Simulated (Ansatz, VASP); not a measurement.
**One calculation of GaSb, two programs**

```
CELL_PARAMETERS angstrom
-2.75343 2.75343 1.59071
2.75343 -2.75343 1.59071
2.75343 2.75343 -1.59071
ATOMIC_POSITIONS crystal
Sb 0.00000 0.00000 0.00000
Ga 0.75000 0.25000 0.50000
```

Alike in both runs: functional HSE06; k mesh 5 × 5 × 5; occupations fermi-dirac, width 0.05 eV; no spin polarisation.

|  | VASP | Ansatz |
| --- | --- | --- |
| version | VASP 6.6.1 | Ansatz 0.2.0 |
| potentials or method | VASP PAW PBE potentials, release 64 (Sb, Ga_d) | Ansatz PAW |
| plane-wave cutoff (eV) | 520 | 420 |
| valence electrons in the cell | 18 | 28 |
| task | single point | band structure |

```tsv
	VASP	Ansatz	Ansatz less VASP
gap on the k mesh at the Fermi level (eV)	none	none	-
pressure (GPa)	-2.1	-1.6	+0.46
traceless stress, the component that is largest in VASP (GPa)	0.58	0.54	-0.036
```

A gap of «none» marks a metal or a gap that the smearing closes. VASP's potentials hold 18 valence electrons a cell and Ansatz's 28, so a difference there can come from the potentials and not from the codes.

The k mesh is coarse, so the values compare programs but aren't converged. Neither program's run includes spin-orbit coupling.
